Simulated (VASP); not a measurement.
A run of VASP 6.6.1:

INCAR

```
PREC     = Accurate       # precision mode
ENCUT    = 520            # plane-wave cutoff, eV
EDIFF    = 1E-6           # SCF threshold, eV
ISMEAR   = 1              # smearing method
SIGMA    = 0.1            # smearing width, eV
LREAL    = F              # projectors in reciprocal space
LASPH    = T              # aspherical terms in the spheres
NELM     = 150            # most SCF steps
ALGO     = Normal         # electronic algorithm
ISIF     = 2              # what is computed and relaxed
LWAVE    = F              # write WAVECAR
LCHARG   = T              # write CHGCAR
ISPIN    = 2              # spin polarisation
MAGMOM   = 0.5 -0.5 0 0   # initial moments
LORBIT   = 11             # projections on sites
NUPDOWN  = 0.0            # fixed moment
GGA      = RP             # functional
LELF     = T              # ELF
LVHAR    = T            
NBANDS   = 30             # bands
```

The input KPOINTS:

```
regular mesh
0
Gamma
  7 7 4
```

POSCAR

```
CdSe
1.0
    4.4476410454      0.0000000000      0.0000000000
   -2.2238205227      3.8517701323      0.0000000000
    0.0000000000      0.0000000000      7.2542391029
Cd Se
2 2
Direct
    0.6666666667      0.3333333333      0.5045014993
    0.3333333333      0.6666666667      0.0045014971
    0.6666666667      0.3333333333      0.8804985015
    0.3333333333      0.6666666667      0.3804985021
```

Potentials or basis: VASP PAW PBE potentials, release 64 (Cd, Se).

The run is started by

```bash
$ cat potpaw_PBE.64/Cd/POTCAR potpaw_PBE.64/Se/POTCAR > POTCAR
$ mpirun -np 1 vasp_std > vasp.out
```

Hardware: 1 thread of Intel(R) Xeon(R) Platinum 8259CL CPU @ 2.50GHz (Skylake/Cascade Lake), on a shared host.

Q: How long does it take, and how much memory?

A: Run time: 3.2 min on 1 thread of Intel(R) Xeon(R) Platinum 8259CL CPU @ 2.50GHz (Skylake/Cascade Lake), on a shared host, peak memory 0.37 GiB. Counts: scf iterations 16, k points 24.
